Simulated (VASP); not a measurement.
# Mg32O31 (a cell with a defect) in VASP: single point with PBEsol

Aim: the single point of Mg32O31 (a cell with a defect) with PBEsol.

Everything below comes from runs of VASP 6.6.1. Logs are shortened: lines on timing, memory, paths and dates and some standing lists are left out, and cuts for length are marked.

## (1) The cell of the first run

The cell holds a defect, 63 atoms: a = 8.794 Å, b = 8.794 Å, c = 8.794 Å, α = 90.00°, β = 90.00°, γ = 90.00°.

## (2) Single point, PBEsol

File INCAR:

```
SYSTEM = Mg32O31
ALGO = Normal
EDIFF = 1E-6
ENCUT = 520
GGA = PS
ISIF = 2
ISMEAR = 0
LASPH = .True.
LCHARG = .False.
LREAL = Auto
LWAVE = .False.
NBANDS = 162
NELM = 60
PREC = Accurate
SIGMA = 0.02
```

File KPOINTS:

```
k-points
0
Gamma
  1 1 1
  0 0 0
```

File POSCAR:

```
Mg32O31
1.0
    8.7942000000      0.0000000000      0.0000000000
    0.0000000000      8.7942000000      0.0000000000
    0.0000000000      0.0000000000      8.7942000000
Mg O
32 31
Direct
    0.5001975165     -0.0011338155     -0.0041791181
    0.7499003889      0.2488238839     -0.0043817516
    0.7536478588     -0.0046685315      0.2500103477
    0.0013881877      0.0010205590     -0.0003308999
    0.2570548771      0.2567054422      0.0013869368
    0.4973504128      0.4969861954     -0.0092117532
    0.7485242546      0.7481364991     -0.0009547202
    0.2494495235     -0.0128513111      0.2500081872
    0.5165781993      0.2337100589      0.2499940870
    0.7598280685      0.5023617839      0.2500233108
    0.5001936504     -0.0011343840      0.5042130040
    0.7498831048      0.2488104660      0.5044114303
    0.7513877328     -0.0024288736      0.7500230834
   -0.0007527689      0.4998213595     -0.0041528507
    0.2491798003      0.7495002388     -0.0043764072
   -0.0124789066      0.2490581292      0.2500299061
    0.2340864433      0.5162010189      0.2500803939
    0.5027207705      0.7594481590      0.2500120534
    0.0013811376      0.0010102113      0.5003791135
    0.2570605626      0.2566598440      0.4986648018
    0.4973599645      0.4969848309      0.5092528030
    0.7485057197      0.7481502581      0.5009975893
    0.2493767483      0.0013290578      0.7500403675
    0.5023338109      0.2454860021      0.7500201269
    0.7504397216      0.4994141593      0.7500155784
   -0.0042843010      0.7532913739      0.2500263810
   -0.0007678925      0.4998281822      0.5042069773
    0.2491885561      0.7495346933      0.5044324669
    0.0016906598      0.2490118487      0.7500167156
    0.2458398717      0.5019507175      0.7500105752
    0.4997788315      0.7500525346      0.7500299061
   -0.0020548771      0.7510183985      0.7500276318
    0.7508792158      0.2472759319      0.2500214914
   -0.0021988356      0.5004322167      0.2500227423
    0.0024982375      0.2505003298      0.4954293739
    0.3096582975      0.3092810034      0.2499932910
    0.7507242273      0.7503464784      0.2500148962
    0.0027747834      0.0023893020      0.2500128494
    0.5059017307      0.2461017489      0.5082669259
    0.7493170499      0.4986444475      0.4991956062
   -0.0012399081      0.7505262559      0.4996224785
    0.7540809852      0.2483808647      0.7500139865
   -0.0032044984      0.4994745400      0.7500059130
    0.0024911874      0.2505071524      0.0045981442
    0.2476685770      0.7505029451      0.2500094380
    0.5008088285     -0.0025789725      0.2500052307
    0.2464832503      0.5055285302      0.5082466853
    0.4990214005      0.7489364581      0.4992024289
    0.7508966137     -0.0016324396      0.4996285052
    0.2498545632      0.2494731755      0.7500147825
    0.5002656296      0.4998802620      0.7500147825
    0.7492009506      0.7488080781      0.7500166019
    0.0007905210      0.0004075413      0.7500166019
    0.5059143526      0.2461061836     -0.0082289464
    0.7493233040      0.4986408087      0.0008357781
   -0.0012422961      0.7505148848      0.0004049260
    0.2508965000      0.0021177594      0.4954352869
    0.2487590685      0.7536950490      0.7500147825
    0.4998684360     -0.0035883878      0.7500245616
    0.2464771099      0.5055193196     -0.0082472539
    0.4990226513      0.7489214482      0.0008295240
    0.7509026404     -0.0016325533      0.0004068591
    0.2508891087      0.0021176457      0.0045904119
```

Potentials or basis: VASP PAW PBE potentials, release 64 (Mg, O).

Launch:

```
$ cat potpaw_PBE.64/Mg/POTCAR potpaw_PBE.64/O/POTCAR > POTCAR
$ mpirun -np 1 vasp_gam > vasp.out
```

OUTCAR:

```text
SYSTEM = Mg32O31
   EDIFF = 1E-6
   ENCUT = 520
   GGA = PS
   ISIF = 2
   ISMEAR = 0
   LASPH = .True.
   LREAL = Auto
   NELM = 60
   PREC = Accurate

 ion  position               nearest neighbor table
   1  0.500  0.999  0.996-  59 2.16  54 2.18  63 2.19  61 2.20  62 2.21  46 2.24   9 3.05  24 3.06
                            18 3.07  31 3.08  23 3.09  13 3.09   7 3.10   2 3.11  15 3.11   5 3.12
   2  0.750  0.249  0.996-  54 2.15  42 2.16  55 2.20  62 2.20  44 2.22  33 2.24   9 3.04  16 3.06
                            24 3.07  25 3.09  13 3.09  29 3.09   4 3.11   1 3.11  14 3.11   6 3.11
   3  0.754  0.995  0.250-  37 2.15  38 2.19  62 2.20  49 2.20  33 2.22  46 2.22   9 2.96  26 3.01
                            18 3.03  16 3.03   4 3.10  19 3.10   7 3.10  22 3.10   1 3.16  11 3.16
   4  0.001  0.001  1.000-  44 2.19  63 2.19  53 2.20  38 2.20  62 2.20  56 2.20  23 3.09  29 3.09
                             3 3.10  26 3.10  16 3.10   8 3.10   2 3.11  15 3.11  32 3.11  13 3.11
   5  0.257  0.257  0.001-  60 2.19  54 2.19  50 2.21  44 2.24  63 2.24  36 2.28   6 2.99  30 3.09
                            24 3.09  14 3.12   1 3.12  23 3.15  29 3.15   9 3.17  17 3.17   4 3.18
   6  0.497  0.497  0.991-  51 2.12  60 2.21  54 2.21  61 2.22  55 2.22   5 2.99  24 3.06  30 3.06
                            31 3.07  25 3.07  15 3.11   2 3.11   7 3.12  18 3.24  10 3.24   9 3.25
   7  0.749  0.748  0.999-  52 2.19  55 2.19  61 2.19  62 2.20  56 2.20  37 2.21  10 3.09  18 3.09
                            25 3.10  31 3.10   3 3.10  26 3.10  32 3.10  13 3.10  14 3.10   1 3.10
   8  0.249  0.987  0.250-  45 2.08  63 2.16  57 2.16  38 2.17  46 2.21  18 3.00  26 3.03  15 3.06
                            28 3.06   4 3.10  19 3.10   1 3.14  11 3.14   9 3.20  20 3.23   5 3.23
   9  0.517  0.234  0.250-  36 1.94  33 2.06  46 2.08  54 2.28  39 2.28   3 2.96   2 3.04  12 3.04
[... 35 lines left out ...]
  27  0.999  0.500  0.504-  43 2.16  47 2.18  35 2.19  40 2.20  41 2.21  34 2.24  17 3.05  30 3.06
                            10 3.07  25 3.08  29 3.09  32 3.09  22 3.10  28 3.11  12 3.11  20 3.12
  28  0.249  0.750  0.504-  47 2.15  58 2.16  48 2.20  41 2.20  57 2.22  45 2.24  17 3.04   8 3.06
                            30 3.07  31 3.09  32 3.09  23 3.09  19 3.11  27 3.11  11 3.11  21 3.11
  29  0.002  0.249  0.750-  42 2.18  50 2.18  53 2.19  43 2.20  44 2.24  35 2.24  23 3.08  27 3.09
                            14 3.09  30 3.09   2 3.09  12 3.09  19 3.09   4 3.09  25 3.12  13 3.12
  30  0.246  0.502  0.750-  60 2.13  47 2.13  43 2.19  58 2.21  50 2.22  51 2.24  27 3.06  14 3.06
                            21 3.06   6 3.06  28 3.07  15 3.07   5 3.09  20 3.09  32 3.09  29 3.09
  31  0.500  0.750  0.750-  59 2.17  52 2.19  51 2.20  61 2.21  48 2.21  58 2.21   6 3.07  21 3.07
                             1 3.08  11 3.08  28 3.09  15 3.09  22 3.10   7 3.10  13 3.10  25 3.12
  32  0.998  0.751  0.750-  52 2.19  53 2.19  56 2.20  41 2.20  58 2.21  43 2.21  13 3.07  15 3.09
                            28 3.09  30 3.09  27 3.09  14 3.09   7 3.10  22 3.10  25 3.10  19 3.11
  33  0.751  0.247  0.250-   9 2.06  16 2.08   3 2.22  12 2.24   2 2.24  10 2.24
  34  0.998  0.500  0.250-  17 2.08  10 2.09  16 2.21  26 2.22  14 2.24  27 2.24
  35  0.002  0.251  0.495-  16 2.16  27 2.19  19 2.19  12 2.22  29 2.24  20 2.24
  36  0.310  0.309  0.250-   9 1.94  17 1.94   5 2.28  20 2.28
  37  0.751  0.750  0.250-   3 2.15  26 2.15  10 2.18  18 2.18   7 2.21  22 2.21
  38  0.003  0.002  0.250-  16 2.17   8 2.17  26 2.19   3 2.19   4 2.20  19 2.20
  39  0.506  0.246  0.508-  24 2.13  12 2.15  11 2.18  20 2.19  21 2.21   9 2.28
  40  0.749  0.499  0.499-  10 2.19  22 2.19  12 2.20  27 2.20  25 2.21  21 2.22
  41  0.999  0.751  0.500-  26 2.20  22 2.20  32 2.20  28 2.20  19 2.20  27 2.21
  42  0.754  0.248  0.750-  12 2.16   2 2.16  29 2.18  13 2.21  25 2.21  24 2.21
[... 284 lines left out ...]
   LEPSILON=     F    determine dielectric tensor
   LRPA    =     F    only Hartree local field effects (RPA)
 non-spin polarized calculation
 Gauss-broadening in eV      SIGMA  =   0.02
  energy-cutoff  :      520.00
  volume of cell :      680.13
 maximum number of plane-waves:      9163
 NGX is ok and might be reduce to    70
   NGX = 33   NGY = 33   NGZ = 33

 number of electron     250.0000017 magnetization

 Free energy of the ion-electron system (eV)
  ---------------------------------------------------
  ext. energy  EPLUGINS =         0.00000000
  ---------------------------------------------------
  free energy    TOTEN  =      -383.15683041 eV

  energy without entropy =     -383.15683041  energy(sigma->0) =     -383.15683041

 E-fermi :   4.5619     XC(G=0): -10.6361

 val. band max:        4.4642394067   @ k =   0.0000   0.0000   0.0000
 cond. band min:       6.3487442324   @ k =   0.0000   0.0000   0.0000
 fundamental gap:      1.8845048257
 Fermi energy:         4.5618540496

 k-point     1 :       0.0000    0.0000    0.0000
  band No.  band energies     occupation
      1     -14.5094      2.00000
      2     -14.0101      2.00000
      3     -14.0006      2.00000
      4     -13.9872      2.00000
      5     -13.8760      2.00000
      6     -13.8670      2.00000
[... 129 lines left out ...]
    136       9.2790      0.00000
    137       9.4337      0.00000
 [bands above 137 left out]

------------------------ aborting loop because EDIFF is reached ----------------------------------------

  FORCE on cell =-STRESS in cart. coord.  units (eV):
  Direction    XX          YY          ZZ          XY          YZ          ZX
  --------------------------------------------------------------------------------------
  -------------------------------------------------------------------------------------
  Total      -55.3968469    -55.3976913    -57.3862491     -2.0592464      0.0013394     -0.0010870
  in kB     -130.4988286   -130.5008180   -135.1852806     -4.8509844      0.0031552     -0.0025606
  external PRESSURE =    -132.0616424 kB  Pullay stress =       0.0000000 kB

 VOLUME and BASIS-vectors are now :
 -----------------------------------------------------------------------------
  energy-cutoff  :      520.00
  volume of cell :      680.13
      direct lattice vectors                 reciprocal lattice vectors
     8.794200000  0.000000000  0.000000000     0.113711310  0.000000000  0.000000000
     0.000000000  8.794200000  0.000000000     0.000000000  0.113711310  0.000000000
     0.000000000  0.000000000  8.794200000     0.000000000  0.000000000  0.113711310

 POSITION                                       TOTAL-FORCE (eV/Angst)
 -----------------------------------------------------------------------------------
      4.39884      8.78423      8.75745         0.016587      0.000028      0.019663
      6.59477      2.18821      8.75567         0.019370      0.012298      0.021142
      6.62773      8.75314      2.19864        -0.020738      0.053670      0.000109
      0.01221      0.00897      8.79129         0.007018      0.006315      0.010227
      2.26059      2.25752      0.01220         0.040626      0.039941      0.182059
      4.37380      4.37060      8.71319         0.119808      0.119720     -0.084592
[... 55 lines left out ...]
      6.60359      8.77984      0.00358         0.015009      0.023690     -0.013759
      2.20637      0.01862      0.04037         0.008382      0.025965      0.025791
 -----------------------------------------------------------------------------------
    total drift:                               -0.016013     -0.016071      0.000218

  FREE ENERGIE OF THE ION-ELECTRON SYSTEM (eV)
  ---------------------------------------------------
  free  energy   TOTEN  =      -383.1568304062 eV

  energy  without entropy=     -383.1568304062  energy(sigma->0) =     -383.15683041
```

Run time: 2.3 min. Hardware: 1 thread of Intel Xeon 6975P-C (Granite Rapids), shared host; peak memory 0.68 GiB.

Results:

| Quantity | Value |
| --- | --- |
| Free energy | -383.1568 eV |
| Pressure | -13.2 GPa |
| Largest force | 2.181 eV/Å |
| Band gap on the k mesh | 1.88 eV |

Forces on the atoms (eV/Å):
```
Mg   0.017  0.000  0.020
Mg   0.019  0.012  0.021
Mg  -0.021  0.054  0.000
Mg   0.007  0.006  0.010
Mg   0.041  0.040  0.182
Mg   0.120  0.120 -0.085
Mg   0.032  0.032  0.000
Mg   0.079  0.047  0.000
Mg  -0.163  0.200  0.000
Mg  -0.063  0.015  0.000
Mg   0.017  0.000 -0.019
Mg   0.020  0.013 -0.021
Mg   0.007  0.023  0.000
Mg   0.001  0.016  0.018
Mg   0.013  0.020  0.021
Mg   0.046  0.079  0.000
Mg   0.200 -0.162 -0.001
Mg   0.015 -0.062  0.000
Mg   0.007  0.007 -0.010
Mg   0.041  0.041 -0.182
Mg   0.120  0.120  0.084
Mg   0.033  0.032  0.000
Mg   0.012  0.057  0.000
Mg  -0.047  0.032  0.000
Mg   0.038  0.004  0.000
Mg   0.053 -0.022  0.000
Mg   0.001  0.016 -0.019
Mg   0.013  0.019 -0.021
Mg   0.058  0.012  0.000
Mg   0.032 -0.047  0.000
Mg   0.003  0.038  0.000
Mg   0.023  0.007  0.000
O   -0.028  0.001  0.000
O    0.034  0.009  0.000
O    0.025  0.010 -0.025
O   -1.541 -1.543  0.001
O    0.068  0.067  0.000
O    0.049  0.046  0.000
O    0.005  0.090 -0.071
O    0.054  0.020  0.065
O    0.022  0.014  0.014
O    0.012  0.005  0.000
O    0.049  0.005  0.001
O    0.026  0.010  0.026
O   -0.001 -0.026  0.000
O    0.008  0.036  0.000
O    0.090  0.004 -0.068
O    0.021  0.053  0.064
O    0.015  0.024  0.013
O    0.021  0.018  0.000
O    0.022  0.027  0.000
O    0.024  0.025  0.000
O    0.019  0.019  0.000
O    0.005  0.090  0.071
O    0.054  0.020 -0.065
O    0.023  0.014 -0.014
O    0.008  0.026 -0.026
O    0.002  0.013  0.000
O    0.004  0.049  0.000
O    0.090  0.005  0.068
O    0.021  0.053 -0.064
O    0.015  0.024 -0.014
O    0.008  0.026  0.026
```

Stress tensor (GPa, compression positive):
```
-13.05  -0.49   0.00
 -0.49 -13.05   0.00
  0.00   0.00 -13.52
```

Caveat: the k points lie up to 0.71 Å⁻¹ apart; the PAW data sets were made with another functional, which shifts forces and pressure a little.
